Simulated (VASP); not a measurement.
# SiO2 (P4_12_12) in VASP: notebook

Runs on SiO2. Level: PBE. Tasks: single point, relaxation of the atoms.

Everything below comes from runs of VASP 6.6.1. Logs are shortened: lines on timing, memory, paths and dates and some standing lists are left out, and cuts for length are marked.

### Step 1. The cell of the first run

Symmetry: P4_12_12, No. 92, tetragonal system. The conventional cell has a = 4.908 Å, b = 4.908 Å, c = 6.784 Å, α = 90.00°, β = 90.00°, γ = 90.00°. Within 2.2 Å of Si (site symmetry 2) lie 4 O at 1.62 to 1.63 Å. Within 2.2 Å of O (site symmetry 1) lie 2 Si at 1.62 to 1.63 Å.

### Step 2. Single point, PBE

Contents of INCAR:

```
  PREC = Accurate
  ENCUT = 520
  EDIFF = 1E-6
  ISMEAR = -1
  SIGMA = 0.02
  LREAL = F
  LASPH = T
  NELM = 100
  ALGO = Normal
  ISIF = 2
  LWAVE = F
  LCHARG = T
  GGA = PE
  LELF = T
  LVHAR = T
  NBANDS = 44
```

Contents of KPOINTS:

```
regular mesh
0
Gamma
  5 5 4
```

Contents of POSCAR:

```
SiO2
1.0
    4.9080000000      0.0000000000      0.0000000000
    0.0000000000      4.9080000000      0.0000000000
    0.0000000000      0.0000000000      6.7840000000
Si O
4 8
Direct
    0.3122958237      0.3122958237      0.0000000000
    0.1877041763      0.8122958237      0.2500000000
    0.6877041763      0.6877041763      0.5000000000
    0.8122958237      0.1877041763      0.7500000000
    0.2337000247      0.1301714344      0.1919950066
    0.3698285656      0.7337000247      0.4419950066
    0.7662999753      0.8698285656      0.6919950066
    0.6301714344      0.2662999753      0.9419950066
    0.7337000247      0.3698285656      0.5580049934
    0.8698285656      0.7662999753      0.3080049934
    0.2662999753      0.6301714344      0.0580049934
    0.1301714344      0.2337000247      0.8080049934
```

Potentials or basis: VASP PAW PBE potentials, release 64 (Si, O).

Run with:

```
> cat potpaw_PBE.64/Si/POTCAR potpaw_PBE.64/O/POTCAR > POTCAR
> mpirun -np 1 vasp_std > vasp.out
```

OUTCAR:

```text
PREC = Accurate
   ENCUT = 520
   EDIFF = 1E-6
   ISMEAR = -1
   LREAL = F
   LASPH = T
   NELM = 100
   ISIF = 2
   GGA = PE

 ion  position               nearest neighbor table
   1  0.312  0.312  0.000-   8 1.62  11 1.62   5 1.63  12 1.63   2 3.05   4 3.05   2 3.05   4 3.05

   2  0.188  0.812  0.250-   5 1.62  10 1.62   6 1.63  11 1.63   1 3.05   3 3.05   1 3.05   3 3.05

   3  0.688  0.688  0.500-   6 1.62   9 1.62   7 1.63  10 1.63   2 3.05   4 3.05   4 3.05   2 3.05

   4  0.812  0.188  0.750-   7 1.62  12 1.62   9 1.63   8 1.63   1 3.05   3 3.05   3 3.05   1 3.05

   5  0.234  0.130  0.192-   2 1.62   1 1.63
   6  0.370  0.734  0.442-   3 1.62   2 1.63
   7  0.766  0.870  0.692-   4 1.62   3 1.63
   8  0.630  0.266  0.942-   1 1.62   4 1.63
   9  0.734  0.370  0.558-   3 1.62   4 1.63
  10  0.870  0.766  0.308-   2 1.62   3 1.63
  11  0.266  0.630  0.058-   1 1.62   2 1.63
  12  0.130  0.234  0.808-   4 1.62   1 1.63

  LATTYP: Found a simple tetragonal cell.
 ALAT       =     4.9080000000
 C/A-ratio  =     1.3822330888

  Lattice vectors:

 A1 = (   4.9080000000,   0.0000000000,   0.0000000000)
 A2 = (   0.0000000000,   4.9080000000,   0.0000000000)
 A3 = (   0.0000000000,   0.0000000000,   6.7840000000)

Analysis of symmetry for initial positions (statically):
=====================================================================
 Subroutine PRICEL returns:
 Original cell was already a primitive cell.

 Routine SETGRP: Setting up the symmetry group for a
 simple tetragonal supercell.

 Subroutine GETGRP returns: Found  8 space group operations
 (whereof  2 operations were pure point group operations)
 out of a pool of 16 trial point group operations.

The static configuration has the point symmetry C_2 .
 The point group associated with its full space group is D_4 .

Analysis of symmetry for dynamics (positions and initial velocities):
=====================================================================
 Subroutine PRICEL returns:
 Original cell was already a primitive cell.

 Routine SETGRP: Setting up the symmetry group for a
 simple tetragonal supercell.

 Subroutine GETGRP returns: Found  8 space group operations
 (whereof  2 operations were pure point group operations)
 out of a pool of 16 trial point group operations.

The dynamic configuration has the point symmetry C_2 .
 The point group associated with its full space group is D_4 .

 Subroutine INISYM returns: Found  8 space group operations
 (whereof  2 operations are pure point group operations),
 and found     1 'primitive' translations

----------------------------------------------------------------------------------------

                                     Primitive cell

  volume of cell :     163.4161

  direct lattice vectors                    reciprocal lattice vectors
     4.908000000  0.000000000  0.000000000     0.203748981  0.000000000  0.000000000
     0.000000000  4.908000000  0.000000000     0.000000000  0.203748981  0.000000000
     0.000000000  0.000000000  6.784000000     0.000000000  0.000000000  0.147405660

  length of vectors
     4.908000000  4.908000000  6.784000000     0.203748981  0.203748981  0.147405660

  position of ions in fractional coordinates (direct lattice)
     0.312295824  0.312295824  0.000000000
     0.187704176  0.812295824  0.250000000
     0.687704176  0.687704176  0.500000000
     0.812295824  0.187704176  0.750000000
     0.233700025  0.130171434  0.191995007
     0.369828566  0.733700025  0.441995007
     0.766299975  0.869828566  0.691995007
     0.630171434  0.266299975  0.941995007
     0.733700025  0.369828566  0.558004993
     0.869828566  0.766299975  0.308004993
     0.266299975  0.630171434  0.058004993
     0.130171434  0.233700025  0.808004993

  ion indices of the primitive-cell ions
   primitive index   ion index
                 1           1
                 2           2
                 3           3
                 4           4
                 5           5
                 6           6
                 7           7
                 8           8
                 9           9
                10          10
                11          11
                12          12

----------------------------------------------------------------------------------------

 KPOINTS: regular mesh

Automatic generation of k-mesh.
 Grid dimensions read from file:
 generate k-points for:    5    5    4

 Generating k-lattice:

  Cartesian coordinates                     Fractional coordinates (reciprocal lattice)
     0.040749796  0.000000000  0.000000000     0.200000000  0.000000000  0.000000000
     0.000000000  0.040749796  0.000000000     0.000000000  0.200000000  0.000000000
     0.000000000  0.000000000  0.036851415     0.000000000  0.000000000  0.250000000

  Length of vectors
     0.040749796  0.040749796  0.036851415

  Shift w.r.t. Gamma in fractional coordinates (k-lattice)
     0.000000000  0.000000000  0.000000000

 Subroutine IBZKPT returns following result:
 ===========================================

 Found     18 irreducible k-points:

 Following reciprocal coordinates:
            Coordinates               Weight
  0.000000  0.000000  0.000000      1.000000
  0.200000  0.000000  0.000000      4.000000
  0.400000  0.000000  0.000000      4.000000
  0.200000  0.200000  0.000000      4.000000
  0.400000  0.200000  0.000000      8.000000
  0.400000  0.400000  0.000000      4.000000
[... 10 lines left out ...]
  0.400000  0.200000  0.500000      8.000000
  0.400000  0.400000  0.500000      4.000000
   k-points           NKPTS =     18   k-points in BZ     NKDIM =     18   number of bands    NBANDS=     44
   number of dos      NEDOS =    301   number of ions     NIONS =     12
   total plane-waves  NPLWV =  80000
   dimension x,y,z NGX =    40 NGY =   40 NGZ =   50
   dimension x,y,z NGXF=    80 NGYF=   80 NGZF=  100
   ions per type =               4   8
   NGX,Y,Z   is equivalent  to a cutoff of  13.55, 13.55, 12.25 a.u.
   NGXF,Y,Z  is equivalent  to a cutoff of  27.10, 27.10, 24.51 a.u.
 SYSTEM =  unknown system
   PREC   = accura    normal or accurate (medium, high low for compatibility)
   ISTART =      0    job   : 0-new  1-cont  2-samecut
   ICHARG =      2    charge: 1-file 2-atom 10-const
   ISPIN  =      1    spin polarized calculation?
   LNONCOLLINEAR =      F non collinear calculations
   LSORBIT =      F    spin-orbit coupling
   LASPH  =      T    aspherical Exc in radial PAW
   ENCUT  =  520.0 eV  38.22 Ry    6.18 a.u.   9.13  9.13 12.61*2*pi/ulx,y,z
   NELM   =    100;   NELMIN=  2; NELMDL= -5     # of ELM steps
   EDIFF  = 0.1E-05   stopping-criterion for ELM
   LREAL  =      F    real-space projection
   EDIFFG = 0.1E-04   stopping-criterion for IOM
   NSW    =      0    number of steps for IOM
   IBRION =     -1    ionic relax: 0-MD 1-quasi-New 2-CG
   NFREE  =      0    steps in history (QN), initial steepest desc. (CG)
   ISIF   =      2    stress and relaxation
   ISYM   =      2    0-nonsym 1-usesym 2-fastsym
   POTIM  = 0.5000    time-step for ionic-motion
   TEBEG  =    0.0;   TEEND  =   0.0 temperature during run
   PSTRESS=    0.0 pullay stress
   NELECT =      64.0000    total number of electrons
   NUPDOWN=      -1.0000    fix difference up-down
   EMIN   =  10.00;   EMAX   =-10.00  energy-range for DOS
   EFERMI =   0.00;   METHOD = LEGACY
   ISMEAR =    -1;   SIGMA  =   0.02  broadening in eV -4-tet -1-fermi 0-gaus
   EFERMI_NEDOS =   21; number of points for ismear=-14 and -15
   IALGO  =     38    algorithm
   IMIX   =      4    mixing-type and parameters
     AMIX     =   0.40;   BMIX     =  1.00
     AMIX_MAG =   1.60;   BMIX_MAG =  1.00
  volume/ion in A,a.u.               =      13.62        91.90
  Fermi-wavevector in a.u.,A,eV,Ry     =   1.197760  2.263438 19.519316  1.434629
  Thomas-Fermi vector in A             =   2.333667
   LORBIT       =      0    0 simple, 1 ext, 2 COOP (PROOUT), +10 PAW based schemes
   GGA     = PE    functional components
   LHFCALC =     F    Hartree Fock is set to
   AEXX    =    0.0000 exact exchange contribution
   IVDW    =     0    specifies the selected vdW correction
   LEPSILON=     F    determine dielectric tensor
   LRPA    =     F    only Hartree local field effects (RPA)
 non-spin polarized calculation
  energy-cutoff  :      520.00
  volume of cell :      163.42
 maximum number of plane-waves:      4420
 NGX is ok and might be reduce to    40
   NGX = 19   NGY = 19   NGZ = 25

 number of electron      64.0000016 magnetization

 Free energy of the ion-electron system (eV)
  ---------------------------------------------------
  ext. energy  EPLUGINS =         0.00000000
  ---------------------------------------------------
  free energy    TOTEN  =       -94.79503147 eV

  energy without entropy =      -94.79503147  energy(sigma->0) =      -94.79503147

 E-fermi :   0.8834     XC(G=0):  -8.7607

 val. band max:        0.4949888716   @ k =   0.0000   0.0000   0.0000
 cond. band min:       6.1819602404   @ k =   0.0000   0.0000   0.0000
 fundamental gap:      5.6869713689
 Fermi energy:         0.8834107822

 k-point     1 :       0.0000    0.0000    0.0000
  band No.  band energies     occupation
      1     -18.9070      2.00000
      2     -17.9904      2.00000
      3     -17.9904      2.00000
      4     -16.8582      2.00000
      5     -16.7774      2.00000
      6     -16.7767      2.00000
[... 36 lines left out ...]
     43      12.1340      0.00000
     44      12.4013      0.00000

 k-point     2 :       0.2000    0.0000    0.0000
  band No.  band energies     occupation
      1     -18.8202      2.00000
      2     -18.0703      2.00000
      3     -17.8918      2.00000
      4     -16.9188      2.00000
      5     -16.8648      2.00000
      6     -16.8089      2.00000
[... 744 lines left out ...]
 k-point    18 :       0.4000    0.4000    0.5000
  band No.  band energies     occupation
      1     -18.1597      2.00000
      2     -18.1597      2.00000
      3     -17.7155      2.00000
      4     -17.7155      2.00000
      5     -16.8699      2.00000
      6     -16.8699      2.00000
[... 36 lines left out ...]
     43      11.1008      0.00000
     44      11.1008      0.00000

------------------------ aborting loop because EDIFF is reached ----------------------------------------

  FORCE on cell =-STRESS in cart. coord.  units (eV):
  Direction    XX          YY          ZZ          XY          YZ          ZX
  --------------------------------------------------------------------------------------
  -------------------------------------------------------------------------------------
  Total        2.5187430      2.5187430      2.1822838      0.0000000      0.0000000      0.0000000
  in kB       24.6944573     24.6944573     21.3957178      0.0000000      0.0000000      0.0000000
  external PRESSURE =      23.5948775 kB  Pullay stress =       0.0000000 kB

 VOLUME and BASIS-vectors are now :
 -----------------------------------------------------------------------------
  energy-cutoff  :      520.00
  volume of cell :      163.42
      direct lattice vectors                 reciprocal lattice vectors
     4.908000000  0.000000000  0.000000000     0.203748981  0.000000000  0.000000000
     0.000000000  4.908000000  0.000000000     0.000000000  0.203748981  0.000000000
     0.000000000  0.000000000  6.784000000     0.000000000  0.000000000  0.147405660

 POSITION                                       TOTAL-FORCE (eV/Angst)
 -----------------------------------------------------------------------------------
      1.53275      1.53275      0.00000         0.018581      0.018581      0.000000
      0.92125      3.98675      1.69600        -0.018581      0.018581      0.000000
      3.37525      3.37525      3.39200        -0.018581     -0.018581      0.000000
      3.98675      0.92125      5.08800         0.018581     -0.018581     -0.000000
      1.14700      0.63888      1.30249         0.000240      0.002565     -0.001640
      1.81512      3.60100      2.99849        -0.002565      0.000240     -0.001640
      3.76100      4.26912      4.69449        -0.000240     -0.002565     -0.001640
      3.09288      1.30700      6.39049         0.002565     -0.000240     -0.001640
      3.60100      1.81512      3.78551         0.000240     -0.002565      0.001640
      4.26912      3.76100      2.08951        -0.002565     -0.000240      0.001640
      1.30700      3.09288      0.39351        -0.000240      0.002565      0.001640
      0.63888      1.14700      5.48151         0.002565      0.000240      0.001640
 -----------------------------------------------------------------------------------
    total drift:                               -0.000000      0.000000     -0.000000

  FREE ENERGIE OF THE ION-ELECTRON SYSTEM (eV)
  ---------------------------------------------------
  free  energy   TOTEN  =       -94.7950314713 eV

  energy  without entropy=      -94.7950314713  energy(sigma->0) =      -94.79503147
```

Run time: 2.1 min. Hardware: 1 thread of Intel Xeon Platinum 8175M at 2.50GHz (Skylake/Cascade Lake), shared host; peak memory 0.31 GiB.

What came out:

| Quantity | Value |
| --- | --- |
| Free energy | -94.7950 eV |
| Pressure | 2.4 GPa |
| Largest force | 0.026 eV/Å |
| Band gap on the k mesh | 5.69 eV |

Forces in eV/Å, atoms in the order of the input:
```
Si   0.019  0.019  0.000
Si  -0.019  0.019  0.000
Si  -0.019 -0.019  0.000
Si   0.019 -0.019  0.000
O    0.000  0.003 -0.002
O   -0.003  0.000 -0.002
O    0.000 -0.003 -0.002
O    0.003  0.000 -0.002
O    0.000 -0.003  0.002
O   -0.003  0.000  0.002
O    0.000  0.003  0.002
O    0.003  0.000  0.002
```

Caveat: an odd mesh through Γ misses points on the zone boundary, where band edges can lie.

### Step 3. Relaxation of the atoms, PBE

Contents of INCAR:

```
  PREC = Accurate
  ENCUT = 520
  EDIFF = 1E-6
  ISMEAR = -1
  SIGMA = 0.02
  LREAL = False
  LASPH = True
  NELM = 80
  ALGO = Normal
  ISIF = 2
  LWAVE = False
  LCHARG = False
  GGA = PE
  IBRION = 2
  NSW = 80
  EDIFFG = -0.02
```

Contents of KPOINTS:

```
Automatic mesh
0
Gamma
  5 5 4
```

Contents of POSCAR:

```
SiO2
1.0
    4.9080000000      0.0000000000      0.0000000000
    0.0000000000      4.9080000000      0.0000000000
    0.0000000000      0.0000000000      6.7840000000
Si O
4 8
Direct
    0.3083000000      0.3083000000      0.0000000000
    0.1917000000      0.8083000000      0.2500000000
    0.6917000000      0.6917000000      0.5000000000
    0.8083000000      0.1917000000      0.7500000000
    0.2387000000      0.1161000000      0.1865000000
    0.3839000000      0.7387000000      0.4365000000
    0.7613000000      0.8839000000      0.6865000000
    0.6161000000      0.2613000000      0.9365000000
    0.7387000000      0.3839000000      0.5635000000
    0.8839000000      0.7613000000      0.3135000000
    0.2613000000      0.6161000000      0.0635000000
    0.1161000000      0.2387000000      0.8135000000
```

Potentials or basis: VASP PAW PBE potentials, release 64 (Si, O).

Run with:

```
> cat potpaw_PBE.64/Si/POTCAR potpaw_PBE.64/O/POTCAR > POTCAR
> mpirun -np 1 vasp_std > vasp.out
```

Wall time 8.2 min (1 thread of Oxide Virtual Turin-like, shared host); peak memory 0.27 GiB.

It converged, with:

| Property | Result |
| --- | --- |
| Free energy | -94.7952 eV |
| Energy gained by relaxing | 17.4 meV/atom |
| Ionic steps | 11 |
| Pressure after relaxing | 2.3 GPa |
| Largest force after relaxing | 0.004 eV/Å |
| Band gap on the k mesh | 5.68 eV |

Forces in eV/Å, atoms in the order of the input:
```
Si   0.001  0.001  0.000
Si  -0.001  0.001  0.000
Si  -0.001 -0.001  0.000
Si   0.001 -0.001  0.000
O   -0.004  0.000  0.002
O    0.000 -0.004  0.002
O    0.004  0.000  0.002
O    0.000  0.004  0.002
O   -0.004  0.000 -0.002
O    0.000  0.004 -0.002
O    0.004  0.000 -0.002
O    0.000 -0.004 -0.002
```

Stress tensor (GPa, compression positive):
```
2.37 0.00 0.00
0.00 2.37 0.00
0.00 0.00 2.08
```

Step by step:
| step | energy change (eV) | largest force (eV/Å) | pressure (GPa) |
| --- | --- | --- | --- |
| 1 | 0.0000 | 0.8905 | 9.71 |
| 2 | 0.2289 | 2.4568 | 8.11 |
| 3 | -0.0671 | 0.5429 | 8.83 |
| 4 | -0.1500 | 0.2491 | 6.22 |
| 5 | -0.1767 | 0.2234 | 3.64 |
| 6 | -0.1920 | 0.1668 | 3.19 |
| 7 | -0.2083 | 0.0212 | 2.05 |
| 8 | -0.2083 | 0.0205 | 2.08 |
| 9 | -0.2084 | 0.0303 | 2.23 |
| 10 | -0.2085 | 0.0236 | 2.19 |
| 11 | -0.2085 | 0.0040 | 2.27 |

Final structure:
```cif
data_structure
_symmetry_space_group_name_H-M 'P 1'
_symmetry_Int_Tables_number 1
_cell_length_a 4.9080
_cell_length_b 4.9080
_cell_length_c 6.7840
_cell_angle_alpha 90.000
_cell_angle_beta 90.000
_cell_angle_gamma 90.000
_cell_volume 163.42
loop_
_atom_site_label
_atom_site_type_symbol
_atom_site_fract_x
_atom_site_fract_y
_atom_site_fract_z
_atom_site_occupancy
Si1 Si 0.31272 0.31272 0.00000 1
Si2 Si 0.18728 0.81272 0.25000 1
Si3 Si 0.68728 0.68728 0.50000 1
Si4 Si 0.81272 0.18728 0.75000 1
O1 O 0.23375 0.13052 0.19196 1
O2 O 0.36948 0.73375 0.44196 1
O3 O 0.76625 0.86948 0.69196 1
O4 O 0.63052 0.26625 0.94196 1
O5 O 0.73375 0.36948 0.55804 1
O6 O 0.86948 0.76625 0.30804 1
O7 O 0.26625 0.63052 0.05804 1
O8 O 0.13052 0.23375 0.80804 1
```

Levels at points of the mesh, in eV from the valence-band top:
```tsv
k point	band 29	band 30	band 31	band 32	band 33	band 34	band 35	band 36
(0.00, 0.00, 0.00)	-0.71	-0.42	-0.42	0.00	5.68	8.79	8.79	9.39
(0.00, 0.00, 0.50)	-0.62	-0.62	-0.36	-0.36	7.02	7.02	9.23	9.23
```

Caveat: an odd mesh through Γ misses points on the zone boundary, where band edges can lie.
